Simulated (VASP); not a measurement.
Here is a VASP 6.6.1 calculation.

INCAR

```
ALGO     = Normal         # electronic algorithm
DIPOL    = 0.5 0.5 0.289
EDIFF    = 1E-6           # SCF threshold, eV
ENCUT    = 520            # plane-wave cutoff, eV
GGA      = PE             # functional
IDIPOL   = 3            
ISIF     = 2              # what is computed and relaxed
ISMEAR   = 0              # smearing method
LASPH    = True           # aspherical terms in the spheres
LCHARG   = False          # write CHGCAR
LDIPOL   = True         
LREAL    = False          # projectors in reciprocal space
LWAVE    = False          # write WAVECAR
NBANDS   = 104            # bands
NELM     = 80             # most SCF steps
PREC     = Accurate       # precision mode
SIGMA    = 0.1            # smearing width, eV
```

File KPOINTS:

```
k-points
0
Gamma
  5 5 1
```

The input POSCAR:

```
HRh6
1.0
    5.4163401145      0.0000000000      0.0000000000
    0.0000000000      5.4163401145      0.0000000000
    0.0000000000      0.0000000000     21.6737367085
Rh H
12 2
Direct
    0.2500000000      0.2500000000      0.1845551625
    0.2500000000      0.7500000000      0.1845551625
    0.7500000000      0.2500000000      0.1845551625
    0.7500000000      0.7500000000      0.1845551625
    0.0000000000      0.0000000000      0.2693761947
    0.0000000000      0.5000000000      0.2693761947
    0.5000000000      0.0000000000      0.2693761947
    0.5000000000      0.5000000000      0.2693761947
    0.2500000000      0.2500000000      0.3540569313
    0.2500000000      0.7500000000      0.3540569313
    0.7500000000      0.2500000000      0.3540569313
    0.7500000000      0.7500000000      0.3540569313
    0.3293127868      0.5000000000      0.4043482131
    0.6706872132      0.5000000000      0.4043482131
```

Potentials or basis: VASP PAW PBE potentials, release 64 (Rh_pv, H).

The run is started by

```console
$ cat potpaw_PBE.64/Rh_pv/POTCAR potpaw_PBE.64/H/POTCAR > POTCAR
$ mpirun -np 1 vasp_std > vasp.out
```

Task: Predict the largest force.

Result: 0.491 eV/Å.

Task: What does it give for the band gap on the k mesh?

Result: Zero (band 91 reaches -0.32 eV, above the bottom of band 92 at -1.00 eV).

Forces on the atoms (eV/Å):
```
Rh  -0.004  0.058 -0.020
Rh  -0.004 -0.058 -0.020
Rh   0.004  0.058 -0.020
Rh   0.004 -0.058 -0.020
Rh   0.000  0.000 -0.009
Rh   0.000  0.000 -0.265
Rh   0.000  0.000 -0.011
Rh   0.000  0.000 -0.350
Rh   0.108  0.086  0.284
Rh   0.108 -0.086  0.284
Rh  -0.108  0.086  0.284
Rh  -0.108 -0.086  0.284
H   -0.444  0.000 -0.210
H    0.444  0.000 -0.210
```
